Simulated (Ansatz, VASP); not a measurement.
**One calculation of Sb, two programs**

```
Sb
1.0
     3.16000    0.00000    0.00000
     0.00000    3.16000    0.00000
     0.00000    0.00000    3.12840
Sb
1
Direct
  0.00000 0.00000 0.00000
```

Change from the starting cell: zz strain of -1 %.

Alike in both runs: task single point; functional PBEsol; k mesh 13 × 13 × 13; occupations fermi-dirac, width 0.05 eV; no spin polarisation.

|  | VASP | Ansatz |
| --- | --- | --- |
| version | VASP 6.6.1 | Ansatz 0.2.0 |
| potentials or method | VASP PAW PBE potentials, release 64 (Sb), cutoff 500 eV | all-electron LAPW, scalar-relativistic |

```csv
,VASP,Ansatz,Ansatz less VASP
pressure (GPa),-4.4,-4.5,-0.03
"traceless stress, the component that is largest in VASP (GPa)",0.94,0.94,-0.007
```

VASP's potentials were made for PBE, not for PBEsol. Ansatz ran all-electron here, and VASP with PAW potentials.

Spin-orbit coupling is off throughout.
